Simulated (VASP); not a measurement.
# Si2W (I4/mmm) in VASP: further runs, part 2 of 2

VASP 6.6.1. Earlier steps stand in the parts before.

### Step 3. Relaxation of shape and atoms at fixed volume, PBE (12.44 Å³/atom)

This run uses another cell than the first one, of 12.44 Å³/atom.

INCAR

```
SYSTEM = Si2W
ALGO     = Normal         ! electronic algorithm
EDIFF    = 1E-6           ! SCF threshold, eV
EDIFFG   = -0.01          ! ionic threshold
ENCUT    = 600            ! plane-wave cutoff, eV
GGA      = PE             ! functional
IBRION   = 2              ! ionic algorithm
ISIF     = 4              ! what is computed and relaxed
ISMEAR   = 0              ! smearing method
LASPH    = .TRUE.         ! aspherical terms in the spheres
LCHARG   = .FALSE.        ! write CHGCAR
LREAL    = .FALSE.        ! projectors in reciprocal space
LWAVE    = .FALSE.        ! write WAVECAR
NELM     = 60             ! most SCF steps
NSW      = 50             ! ionic steps
PREC     = Accurate       ! precision mode
SIGMA    = 0.1            ! smearing width, eV
```

KPOINTS

```
k-points
0
G
  18 18 18
  0 0 0
```

POSCAR

```
Si2W
1.0
   -1.5620874168      1.5620874168      3.8239083061
    1.5620874168     -1.5620874168      3.8239083061
    1.5620874168      1.5620874168     -3.8239083061
Si W
2 1
Direct
    0.3336337356      0.3336337356      0.0000000000
    0.6663662644      0.6663662644      0.0000000000
    0.0000000000      0.0000000000      0.0000000000
```

Potentials or basis: VASP PAW PBE potentials, release 64 (Si, W_sv).

Command:

```console
> cat potpaw_PBE.64/Si/POTCAR potpaw_PBE.64/W_sv/POTCAR > POTCAR
> mpirun -np 1 vasp_std > vasp.out
```

Run time: 5.6 min. Hardware: 1 thread of Intel Xeon 6975P-C (Granite Rapids), shared host; peak memory 0.47 GiB.

It converged, with:

```
Free energy               : -24.5452 eV
Energy gained by relaxing : 0.2 meV/atom
Ionic steps               : 5
Pressure after relaxing   : 25.4 GPa
Band gap on the k mesh    : zero (bands 11 and 12 overlap by 1.50 eV)
```

The path:
```
step  energy change (eV)  largest force (eV/Å)  pressure (GPa)  volume (Å³)
   1              0.0000                0.0970           25.53        37.32
   2             -0.0004                0.0148           25.34        37.32
   3             -0.0005                0.0192           25.40        37.32
   4             -0.0006                0.0105           25.40        37.32
   5             -0.0006                0.0001           25.41        37.32
```

Final structure:
```yaml
crystal:
  lattice:
    - [-1.56093, 1.56093, 3.82957]
    - [1.56093, -1.56093, 3.82957]
    - [1.56093, 1.56093, -3.82957]
  atoms:
    - { symbol: Si, position: [0.33312, 0.33312, 0.00000] }
    - { symbol: Si, position: [0.66688, 0.66688, 0.00000] }
    - { symbol: W, position: [0.00000, 0.00000, 0.00000] }
```

Levels at points of the mesh, in eV from the Fermi level:
| k point | band 8 | band 9 | band 10 | band 11 | band 12 | band 13 | band 14 | band 15 |
| --- | --- | --- | --- | --- | --- | --- | --- | --- |
| (0.00, 0.00, 0.00) | -3.72 | -3.09 | -3.09 | 0.75 | 2.56 | 3.25 | 3.44 | 3.44 |
| (0.50, 0.00, 0.00) | -5.10 | -3.10 | -2.97 | -0.53 | 2.90 | 3.12 | 4.11 | 5.02 |
| (0.50, 0.50, 0.00) | -5.53 | -5.38 | -3.64 | -1.70 | 2.99 | 3.41 | 3.58 | 4.07 |
| (0.50, 0.50, 0.50) | -2.88 | -0.84 | -0.84 | -0.56 | -0.56 | 0.96 | 4.68 | 5.89 |

Caveat: spin-orbit coupling is left out, which moves the levels of the heavy elements.

### Step 4. Single point, r2SCAN

This run uses another cell than the first one, of 13.67 Å³/atom.

POSCAR

```
Si2W
1.0
   -1.6145299055      1.6145299055      3.9335489453
    1.6145299055     -1.6145299055      3.9335489453
    1.6145299055      1.6145299055     -3.9335489453
Si W
2 1
Direct
    0.3345578117      0.3345578117      0.0000000000
    0.6654421883      0.6654421883      0.0000000000
    0.0000000000      0.0000000000      0.0000000000
```

INCAR.step1

```
SYSTEM = Si2W
  PREC = Accurate
  ENCUT = 520
  ISMEAR = 0
  SIGMA = 0.1
  LREAL = .False.
  LASPH = .True.
  NELM = 80
  NBANDS = 18
  GGA = PE
  ALGO = Normal
  EDIFF = 1E-4
  LWAVE = .True.
  LCHARG = .False.
```

INCAR.step2

```
SYSTEM = Si2W
  PREC = Accurate
  ENCUT = 520
  EDIFF = 1E-6
  ISMEAR = 0
  SIGMA = 0.1
  LREAL = .False.
  LASPH = .True.
  NELM = 80
  ALGO = Normal
  ISIF = 2
  LWAVE = .False.
  LCHARG = .False.
  METAGGA = R2SCAN
  LMIXTAU = .True.
  NBANDS = 18
  ISTART = 1
```

KPOINTS

```
Automatic mesh
0
Gamma
  18 18 18
  0 0 0
```

Command:

```console
> cat potpaw_PBE.64/Si/POTCAR potpaw_PBE.64/W_sv/POTCAR > POTCAR
> cp INCAR.step1 INCAR
> mpirun -np 1 vasp_std > vasp.out
> cp INCAR.step2 INCAR
> mpirun -np 1 vasp_std > vasp.out
```

It took 20 min on 1 thread of Intel Xeon Platinum 8375C at 2.90GHz (Ice Lake), shared host; peak memory 0.48 GiB.

It converged, with:

| Quantity | Value |
| --- | --- |
| Free energy | -69.8062 eV |
| Pressure | -4.2 GPa |
| Largest force | 0.092 eV/Å |
| Band gap on the k mesh | zero (bands 11 and 12 overlap by 1.29 eV) |

Forces in eV/Å, atoms in the order of the input:
```
Si   0.000  0.000  0.092
Si   0.000  0.000 -0.092
W    0.000  0.000  0.000
```

Stress tensor (GPa, compression positive):
```
-3.52  0.00  0.00
 0.00 -3.52  0.00
 0.00  0.00 -5.53
```

Levels at points of the mesh, in eV from the Fermi level:
```
           k point  band 7  band 8  band 9  band 10  band 11  band 12  band 13  band 14  band 15  band 16
(0.00, 0.00, 0.00)   -3.90   -3.32   -3.01    -3.01     0.59     2.90     3.16     3.16     3.22     4.86
(0.50, 0.00, 0.00)   -5.96   -5.17   -2.94    -2.83    -0.48     2.89     2.92     4.13     4.64     5.37
(0.50, 0.50, 0.00)   -6.35   -5.72   -5.27    -3.41    -1.99     2.93     3.20     3.33     4.07     4.49
(0.50, 0.50, 0.50)   -3.86   -2.65   -0.97    -0.97    -0.54    -0.54     0.77     4.78     5.32     6.66
```

Caveat: the cell stands under tension; the PAW data sets were made with another functional, which shifts forces and pressure a little; spin-orbit coupling is left out, which moves the levels of the heavy elements.

### Step 5. Single point, r2SCAN

This run uses another cell than the first one, of 13.67 Å³/atom.

POSCAR

```
Si2W
1.0
   -1.6145299054      1.6145299054      3.9335489408
    1.6145299054     -1.6145299054      3.9335489408
    1.6145299054      1.6145299054     -3.9335489408
Si W
2 1
Direct
    0.3345578121      0.3345578121      0.0000000000
    0.6654421879      0.6654421879      0.0000000000
    0.0000000000      0.0000000000      0.0000000000
```

INCAR.step1 is that of step 4.

INCAR.step2 is that of step 4.

KPOINTS is that of step 4.

Potentials or basis: VASP PAW PBE potentials, release 64 (Si, W_sv).

Command:

```console
> cat potpaw_PBE.64/Si/POTCAR potpaw_PBE.64/W_sv/POTCAR > POTCAR
> cp INCAR.step1 INCAR
> mpirun -np 1 vasp_std > vasp.out
> cp INCAR.step2 INCAR
> mpirun -np 1 vasp_std > vasp.out
```

OUTCAR:

```text
SYSTEM = Si2W
   PREC = Accurate
   ENCUT = 520
   EDIFF = 1E-6
   ISMEAR = 0
   LREAL = .False.
   LASPH = .True.
   NELM = 80
   ISIF = 2
   METAGGA = R2SCAN
   ISTART = 1

 ion  position               nearest neighbor table
   1  0.335  0.335  0.000-   2 2.60   3 2.63   3 2.63   3 2.63   3 2.63   3 2.63   2 2.64   2 2.64
                             2 2.64   2 2.64
   2  0.665  0.665  0.000-   1 2.60   3 2.63   3 2.63   3 2.63   3 2.63   3 2.63   1 2.64   1 2.64
                             1 2.64   1 2.64
   3  0.000  0.000  0.000-   2 2.63   1 2.63   2 2.63   1 2.63   2 2.63   1 2.63   1 2.63   2 2.63
[... 706 lines left out ...]
  --------------------------------------------------------------------------------------
  -------------------------------------------------------------------------------------
  Total       -0.9021150     -0.9021150     -1.4168018      0.0000000     -0.0000000      0.0000000
  in kB      -35.2399868    -35.2399868    -55.3455814      0.0000000     -0.0000000      0.0000000
  external PRESSURE =     -41.9418517 kB  Pullay stress =       0.0000000 kB

 VOLUME and BASIS-vectors are now :
 -----------------------------------------------------------------------------
  energy-cutoff  :      520.00
  volume of cell :       41.01
      direct lattice vectors                 reciprocal lattice vectors
    -1.614529905  1.614529905  3.933548941     0.000000000  0.309687667  0.127111676
     1.614529905 -1.614529905  3.933548941     0.309687667  0.000000000  0.127111676
     1.614529905  1.614529905 -3.933548941     0.309687667  0.309687667  0.000000000

 POSITION                                       TOTAL-FORCE (eV/Angst)
 -----------------------------------------------------------------------------------
      0.00000      0.00000      2.63200         0.000000      0.000000      0.092415
      0.00000      0.00000      5.23510        -0.000000     -0.000000     -0.092415
      0.00000      0.00000      0.00000         0.000000      0.000000     -0.000000
 -----------------------------------------------------------------------------------
    total drift:                               -0.000000     -0.000000     -0.000000

  FREE ENERGIE OF THE ION-ELECTRON SYSTEM (eV)
  ---------------------------------------------------
  free  energy   TOTEN  =       -69.8061897148 eV

  energy  without entropy=      -69.8053600491  energy(sigma->0) =      -69.80577488
```

OUTCAR.step1:

```text
SYSTEM = Si2W
   PREC = Accurate
   ENCUT = 520
   ISMEAR = 0
   LREAL = .False.
   LASPH = .True.
   NELM = 80
[... 732 lines left out ...]
      0.00000      0.00000      2.63200         0.000000      0.000000      0.001707
      0.00000      0.00000      5.23510        -0.000000     -0.000000     -0.001707
      0.00000      0.00000      0.00000         0.000000      0.000000     -0.000000
 -----------------------------------------------------------------------------------
    total drift:                               -0.000000     -0.000000     -0.000000

  FREE ENERGIE OF THE ION-ELECTRON SYSTEM (eV)
  ---------------------------------------------------
  free  energy   TOTEN  =       -24.8157388459 eV

  energy  without entropy=      -24.8148324433  energy(sigma->0) =      -24.81528564
```

Wall time 21 min (1 thread of Intel Xeon Platinum 8375C at 2.90GHz (Ice Lake), shared host); peak memory 0.48 GiB.

Results:

| Property | Result |
| --- | --- |
| Free energy | -69.8062 eV |
| Pressure | -4.2 GPa |
| Largest force | 0.092 eV/Å |
| Band gap on the k mesh | zero (bands 11 and 12 overlap by 1.29 eV) |

Forces in eV/Å, atoms in the order of the input:
```
Si   0.000  0.000  0.092
Si   0.000  0.000 -0.092
W    0.000  0.000  0.000
```

Caveat: the cell stands under tension; the PAW data sets were made with another functional, which shifts forces and pressure a little; spin-orbit coupling is left out, which moves the levels of the heavy elements.

### Step 6. Overview

```tsv
task	level	cell	cutoff (eV)	gap on the mesh (eV)	pressure (GPa)
relaxation of shape and atoms at fixed volume	PBE	relaxed from a = 4.372 Å, angles 138.7, 138.7, 59.9°, 3 atoms	600	none	37.0
relaxation of shape and atoms at fixed volume	PBE	relaxed from a = 4.416 Å, angles 138.6, 138.6, 60.0°, 3 atoms	600	none	25.4
single point	r2SCAN	a = 4.548 Å, angles 138.4, 138.4, 60.3°, 3 atoms	520	none	-4.2
```

Alike in all rows: potentials or basis VASP PAW PBE potentials, release 64 (Si, W_sv); no spin polarisation; k mesh 18 × 18 × 18; smearing gaussian 0.1 eV.

Caveats: spin-orbit coupling is left out, which moves the levels of the heavy elements; the cell stands under tension (at least some runs); the PAW data sets were made with another functional, which shifts forces and pressure a little (at least some runs).

Absolute energies hang on the potentials; compare differences alone.
